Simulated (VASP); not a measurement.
A run of VASP 6.6.1 is set up as follows.

The input INCAR:

```
SYSTEM = RbSr3
  PREC = Accurate
  ENCUT = 520
  EDIFF = 1E-6
  ISMEAR = -1
  SIGMA = 0.1
  LREAL = .FALSE.
  LASPH = .TRUE.
  NELM = 100
  ALGO = Normal
  ISIF = 2
  LWAVE = .FALSE.
  LCHARG = .FALSE.
  GGA = CA
  NBANDS = 28
```

The input KPOINTS:

```
regular mesh
0
G
  4 4 4
  0 0 0
```

The input POSCAR:

```
RbSr3
1.0
    6.2473850000      0.0000000000      0.0000000000
    0.0000000000      6.2473850000      0.0000000000
    0.0000000000      0.0000000000      6.2473850000
Rb Sr
1 3
Direct
    0.0000000000      0.0000000000      0.0000000000
    0.0000000000      0.5000000000      0.5000000000
    0.5000000000      0.0000000000      0.5000000000
    0.5000000000      0.5000000000      0.0000000000
```

Potentials or basis: VASP PAW LDA potentials, release 64 (Rb_sv, Sr_sv).

Launch:

```sh
$ cat potpaw_LDA.64/Rb_sv/POTCAR potpaw_LDA.64/Sr_sv/POTCAR > POTCAR
$ mpirun -np 1 vasp_std > vasp.out
```

Q: What does it give for the pressure?

A: -1.0 GPa.
